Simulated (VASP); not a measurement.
Crystal: Tc.

```xyz
2
Lattice="2.7400 0.0000 0.0000 -1.3700 2.3729 0.0000 0.0000 0.0000 4.3980" Properties=species:S:1:pos:R:3 pbc="T T T"
Tc    1.3700    0.7910    3.2985
Tc    0.0000    1.5819    1.0995
```

```yaml
Program: VASP 6.6.1
Task: relaxation of cell and atoms
Functional: PBEsol
Potentials_or_basis: VASP PAW PBE potentials, release 64 (Tc_pv)
Cutoff: 600 eV
k_mesh: 11 × 11 × 6
Occupations: fermi-dirac, width 0.05 eV
Spin: no spin polarisation
```

At the start: pressure -7.1 GPa; volume 14.30 Å³/atom.

Q: Where does the relaxation end?

A: Over 4 steps the energy falls by 7.3 meV/atom and the volume is 13.98 Å³/atom (-2.3 %); space group P6_3/mmc (No. 194, to 0.1 Å) before and after.

Step by step:
```
step  energy change (eV)  largest force (eV/Å)  pressure (GPa)  volume (Å³)
   1              0.0000                0.0000           -7.10        28.59
   2              0.1353                0.0000           26.98        26.05
   3             -0.0145                0.0000           -0.25        27.97
   4             -0.0145                0.0000            0.01        27.95
```

Final structure:
```
Tc
1.0
     2.71938    0.00000    0.00000
    -1.35969    2.35506    0.00000
     0.00000    0.00000    4.36428
Tc
2
Direct
  0.66667 0.33333 0.75000
  0.33333 0.66667 0.25000
```

Caveat: the PAW data sets were made with another functional, which shifts forces and pressure a little.
